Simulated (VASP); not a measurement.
# ZrPb2 (P6/mmm) in VASP: a series of runs, part 2 of 2

VASP 6.6.1. The steps go on from the part before.

### Step 3. Relaxation of shape and atoms at fixed volume, PBEsol (26.07 Å³/atom)

This run uses another cell than the first one, of 26.07 Å³/atom.

Contents of INCAR:

```
PREC = Accurate ; ENCUT = 600
EDIFF = 1E-6 ; ISMEAR = 0
SIGMA = 0.05 ; LREAL = F
LASPH = T ; NELM = 80
ALGO = Normal ; ISIF = 4
LWAVE = F ; LCHARG = F
GGA = PS ; IBRION = 2
NSW = 60 ; EDIFFG = -0.01
```

Contents of KPOINTS:

```
regular mesh
0
Gamma
  8 8 8
```

Contents of POSCAR:

```
ZrPb2
1.0
    5.3775323514      0.0000000000      0.0000000000
   -2.6887661757      4.6570796260      0.0000000000
    0.0000000000      0.0000000000      3.1231328316
Zr Pb
1 2
Direct
    0.0000000000      0.0000000000      0.0000000000
    0.3333333333      0.6666666667      0.5000000000
    0.6666666667      0.3333333333      0.5000000000
```

Potentials or basis: VASP PAW PBE potentials, release 64 (Zr_sv, Pb_d).

On the command line:

```console
$ cat potpaw_PBE.64/Zr_sv/POTCAR potpaw_PBE.64/Pb_d/POTCAR > POTCAR
$ mpirun -np 1 vasp_std > vasp.out
```

OUTCAR:

```text
PREC = Accurate
   ENCUT = 600
   EDIFF = 1E-6
   ISMEAR = 0
   LREAL = F
   LASPH = T
   NELM = 80
   ISIF = 4
   GGA = PS
   IBRION = 2
   NSW = 60
   EDIFFG = -0.01

 ion  position               nearest neighbor table
   1  0.000  0.000  0.000-   2 3.48   3 3.48   2 3.48   3 3.48   3 3.48   3 3.48   2 3.48   2 3.48
                             3 3.48   3 3.48   2 3.48   2 3.48
   2  0.333  0.667  0.500-   3 3.10   3 3.10   3 3.10   1 3.48   1 3.48   1 3.48   1 3.48   1 3.48
                             1 3.48
   3  0.667  0.333  0.500-   2 3.10   2 3.10   2 3.10   1 3.48   1 3.48   1 3.48   1 3.48   1 3.48
                             1 3.48

  LATTYP: Found a hexagonal cell.
 ALAT       =     5.3775323514
 C/A-ratio  =     0.5807743455

  Lattice vectors:

 A1 = (   5.3775323514,   0.0000000000,   0.0000000000)
 A2 = (  -2.6887661757,   4.6570796260,   0.0000000000)
 A3 = (   0.0000000000,   0.0000000000,   3.1231328316)

Analysis of symmetry for initial positions (statically):
=====================================================================
 Subroutine PRICEL returns:
 Original cell was already a primitive cell.

 Routine SETGRP: Setting up the symmetry group for a
 hexagonal supercell.

 Subroutine GETGRP returns: Found 24 space group operations
 (whereof 24 operations were pure point group operations)
 out of a pool of 24 trial point group operations.

The static configuration has the point symmetry D_6h.

Analysis of symmetry for dynamics (positions and initial velocities):
=====================================================================
 Subroutine PRICEL returns:
 Original cell was already a primitive cell.

 Routine SETGRP: Setting up the symmetry group for a
 hexagonal supercell.

 Subroutine GETGRP returns: Found 24 space group operations
 (whereof 24 operations were pure point group operations)
 out of a pool of 24 trial point group operations.

The dynamic configuration has the point symmetry D_6h.

 Subroutine INISYM returns: Found 24 space group operations
 (whereof 24 operations are pure point group operations),
 and found     1 'primitive' translations

----------------------------------------------------------------------------------------

                                     Primitive cell

  volume of cell :      78.2145

  direct lattice vectors                    reciprocal lattice vectors
     5.377532351  0.000000000  0.000000000     0.185958900  0.107363421  0.000000000
    -2.688766176  4.657079626  0.000000000     0.000000000  0.214726842  0.000000000
     0.000000000  0.000000000  3.123132832     0.000000000  0.000000000  0.320191312

  length of vectors
     5.377532351  5.377532351  3.123132832     0.214726842  0.214726842  0.320191312

  position of ions in fractional coordinates (direct lattice)
     0.000000000  0.000000000  0.000000000
     0.333333333  0.666666667  0.500000000
     0.666666667  0.333333333  0.500000000

  ion indices of the primitive-cell ions
[... 103 lines left out ...]
   AEXX    =    0.0000 exact exchange contribution
   IVDW    =     0    specifies the selected vdW correction
   LEPSILON=     F    determine dielectric tensor
   LRPA    =     F    only Hartree local field effects (RPA)
 conjugate gradient relaxation of ions
 non-spin polarized calculation
 Gauss-broadening in eV      SIGMA  =   0.05
  energy-cutoff  :      600.00
  volume of cell :       78.21
 maximum number of plane-waves:      2641
 NGX is ok and might be reduce to    48
   NGX = 21   NGY = 21   NGZ = 13

--------------------------------------- Ionic step        1  -------------------------------------------

 number of electron      39.9999995 magnetization

 Free energy of the ion-electron system (eV)
  ---------------------------------------------------
  ext. energy  EPLUGINS =         0.00000000
  ---------------------------------------------------
  free energy    TOTEN  =       -16.67623488 eV

  energy without entropy =      -16.67326521  energy(sigma->0) =      -16.67475004

------------------------ aborting loop because EDIFF is reached ----------------------------------------

  FORCE on cell =-STRESS in cart. coord.  units (eV):
  Direction    XX          YY          ZZ          XY          YZ          ZX
  --------------------------------------------------------------------------------------
  -------------------------------------------------------------------------------------
  Total       -0.6362385     -0.6362385     -0.7470540      0.0000000      0.0000000     -0.0000000
  in kB      -13.0329696    -13.0329696    -15.3029599      0.0000000      0.0000000     -0.0000000
  external PRESSURE =     -13.7896330 kB  Pullay stress =       0.0000000 kB

 VOLUME and BASIS-vectors are now :
 -----------------------------------------------------------------------------
  energy-cutoff  :      600.00
  volume of cell :       78.21
      direct lattice vectors                 reciprocal lattice vectors
     5.377532351  0.000000000  0.000000000     0.185958900  0.107363421  0.000000000
    -2.688766176  4.657079626  0.000000000     0.000000000  0.214726842  0.000000000
     0.000000000  0.000000000  3.123132832     0.000000000  0.000000000  0.320191312

 POSITION                                       TOTAL-FORCE (eV/Angst)
 -----------------------------------------------------------------------------------
      0.00000      0.00000      0.00000         0.000000     -0.000000     -0.000000
     -0.00000      3.10472      1.56157        -0.000000      0.000000     -0.000000
      2.68877      1.55236      1.56157         0.000000     -0.000000      0.000000
 -----------------------------------------------------------------------------------
    total drift:                               -0.000000      0.000000     -0.000000

  FREE ENERGIE OF THE ION-ELECTRON SYSTEM (eV)
  ---------------------------------------------------
  free  energy   TOTEN  =       -16.6762348768 eV

  energy  without entropy=      -16.6732652122  energy(sigma->0) =      -16.67475004

--------------------------------------- Ionic step        2  -------------------------------------------

 number of electron      39.9999995 magnetization

 Free energy of the ion-electron system (eV)
  ---------------------------------------------------
  ext. energy  EPLUGINS =         0.00000000
  ---------------------------------------------------
  free energy    TOTEN  =       -16.67629109 eV

  energy without entropy =      -16.67335836  energy(sigma->0) =      -16.67482473

 E-fermi :   8.3579     XC(G=0): -10.9449

 val. band max:        8.3548267675   @ k =   0.1250   0.1250   0.2500
 cond. band min:       8.4214613532   @ k =   0.1250   0.1250   0.1250
 fundamental gap:      0.0666345857
 Fermi energy:         8.3579159349

 k-point     1 :       0.0000    0.0000    0.0000
  band No.  band energies     occupation
      1     -40.8590      2.00000
      2     -18.9703      2.00000
      3     -18.9703      2.00000
      4     -18.4162      2.00000
      5      -8.7409      2.00000
      6      -8.5146      2.00000
[... 637 lines left out ...]
     23      10.0557      0.00000
     24      10.4154      0.00000

 [... further k-points ...]
[... 5 lines left out ...]
  --------------------------------------------------------------------------------------
  -------------------------------------------------------------------------------------
  Total       -0.6670531     -0.6670531     -0.6631113      0.0000000      0.0000000      0.0000000
  in kB      -13.6641884    -13.6641884    -13.5834421      0.0000000      0.0000000      0.0000000
  external PRESSURE =     -13.6372729 kB  Pullay stress =       0.0000000 kB

 VOLUME and BASIS-vectors are now :
 -----------------------------------------------------------------------------
  energy-cutoff  :      600.00
  volume of cell :       78.21
      direct lattice vectors                 reciprocal lattice vectors
     5.380728525  0.000000000 -0.000000000     0.185848440  0.107299647 -0.000000000
    -2.690364263  4.659847594 -0.000000000     0.000000000  0.214599293  0.000000000
     0.000000000  0.000000000  3.119423627     0.000000000  0.000000000  0.320572041

 POSITION                                       TOTAL-FORCE (eV/Angst)
 -----------------------------------------------------------------------------------
      2.69036      4.65985      3.11942        -0.000000      0.000000      0.000000
     -0.00000      3.10657      1.55971         0.000000      0.000000     -0.000000
      2.69036      1.55328      1.55971        -0.000000     -0.000000      0.000000
 -----------------------------------------------------------------------------------
    total drift:                               -0.000000      0.000000     -0.000000

  FREE ENERGIE OF THE ION-ELECTRON SYSTEM (eV)
  ---------------------------------------------------
  free  energy   TOTEN  =       -16.6762910930 eV

  energy  without entropy=      -16.6733583608  energy(sigma->0) =      -16.67482473

 reached required accuracy - stopping structural energy minimisation
```

CONTCAR:

```text
ZrPb2
   1.00000000000000
     5.3807285254934554    0.0000000000000000   -0.0000000000000000
    -2.6903642627467277    4.6598475939595536   -0.0000000000000000
     0.0000000000000000    0.0000000000000000    3.1194236269811459
  Zr              Pb
     1     2
Direct
     1.0000000000000000    1.0000000000000000    1.0000000000000000
     0.3333333332999970    0.6666666667000030    0.5000000000000000
     0.6666666667000030    0.3333333332999970    0.5000000000000000

  0.00000000E+00  0.00000000E+00  0.00000000E+00
  0.00000000E+00  0.00000000E+00  0.00000000E+00
  0.00000000E+00  0.00000000E+00  0.00000000E+00
```

Run time: 3.4 min. Hardware: 1 thread of Intel Xeon 8259CL, shared host; peak memory 0.31 GiB.

Results:

- Free energy: -16.6763 eV
- Energy gained by relaxing: 0.0 meV/atom
- Ionic steps: 2
- Pressure after relaxing: -1.4 GPa
- Band gap on the k mesh: zero (bands 20 and 21 overlap by 1.68 eV)

Final structure:
```
Zr Pb
1.0
     5.38073    0.00000    0.00000
    -2.69036    4.65985    0.00000
     0.00000    0.00000    3.11942
Zr Pb
1 2
Cartesian
  2.6904 4.6598 3.1194
  0.0000 3.1066 1.5597
  2.6904 1.5533 1.5597
```

Caveat: the PAW data sets were made with another functional, which shifts forces and pressure a little; spin-orbit coupling is left out, which moves the levels of the heavy elements.

### Step 4. Relaxation of shape and atoms at fixed volume, PBEsol (26.58 Å³/atom)

This run uses another cell than the first one, of 26.58 Å³/atom.

Contents of INCAR:

```
ALGO = Normal
EDIFF = 1E-6
EDIFFG = -0.01
ENCUT = 600
GGA = PS
IBRION = 2
ISIF = 4
ISMEAR = 0
LASPH = True
LCHARG = False
LREAL = False
LWAVE = False
NELM = 60
NSW = 60
PREC = Accurate
SIGMA = 0.05
```

Contents of KPOINTS:

```
k-points
0
Gamma
  8 8 8
```

Contents of POSCAR:

```
ZrPb2
1.0
    5.4172448766      0.0000000000      0.0000000000
   -2.7086224383      4.6914716817      0.0000000000
    0.0000000000      0.0000000000      3.1378541397
Zr Pb
1 2
Direct
    0.0000000000      0.0000000000      0.0000000000
    0.3333333333      0.6666666667      0.5000000000
    0.6666666667      0.3333333333      0.5000000000
```

On the command line:

```console
$ cat potpaw_PBE.64/Zr_sv/POTCAR potpaw_PBE.64/Pb_d/POTCAR > POTCAR
$ mpirun -np 1 vasp_std > vasp.out
```

Wall time 2.2 min (1 thread of Intel Xeon 8259CL, shared host); peak memory 0.31 GiB.

The run converged. Its results:

| Item | Value |
| --- | --- |
| Free energy | -16.6574 eV |
| Pressure after relaxing | -2.6 GPa |
| Band gap on the k mesh | zero (bands 20 and 21 overlap by 1.63 eV) |

Final structure:
```
CELL_PARAMETERS angstrom
5.41724 0.00000 0.00000
-2.70862 4.69147 0.00000
0.00000 0.00000 3.13785
ATOMIC_POSITIONS crystal
Zr 0.00000 0.00000 0.00000
Pb 0.33333 0.66667 0.50000
Pb 0.66667 0.33333 0.50000
```

Levels at points of the mesh, in eV from the Fermi level:
```tsv
k point	band 18	band 19	band 20	band 21	band 22	band 23
(0.00, 0.00, 0.00)	-3.34	-1.47	0.13	0.13	2.61	2.82
(0.50, 0.00, 0.00)	-3.40	-0.68	-0.22	1.60	2.47	2.57
(0.00, 0.00, 0.50)	-1.19	-1.19	-0.44	0.01	0.01	0.73
(0.50, 0.00, 0.50)	-2.82	-2.56	0.16	0.62	0.94	1.23
```

Caveat: the PAW data sets were made with another functional, which shifts forces and pressure a little; spin-orbit coupling is left out, which moves the levels of the heavy elements.

### Step 5. The runs side by side

```csv
cell,gap on the mesh (eV),pressure (GPa)
"relaxed from a = 5.306, b = 5.306, c = 3.082 Å, angles 90.0, 90.0, 120.0°, 3 atoms",none,1.6
"relaxed from a = 5.378, b = 5.378, c = 3.123 Å, angles 90.0, 90.0, 120.0°, 3 atoms",none,-1.4
"relaxed from a = 5.417, b = 5.417, c = 3.138 Å, angles 90.0, 90.0, 120.0°, 3 atoms",none,-2.6
```

Alike in all rows: task relaxation of shape and atoms at fixed volume; level PBEsol; potentials or basis VASP PAW PBE potentials, release 64 (Zr_sv, Pb_d); no spin polarisation; k mesh 8 × 8 × 8; cutoff (eV) 600; smearing gaussian 0.05 eV.

Caveats: the PAW data sets were made with another functional, which shifts forces and pressure a little; spin-orbit coupling is left out, which moves the levels of the heavy elements.

Absolute energies hang on the potentials; compare differences alone.

The gap in the log of VASP goes by the Fermi energy; the results here count the filled bands.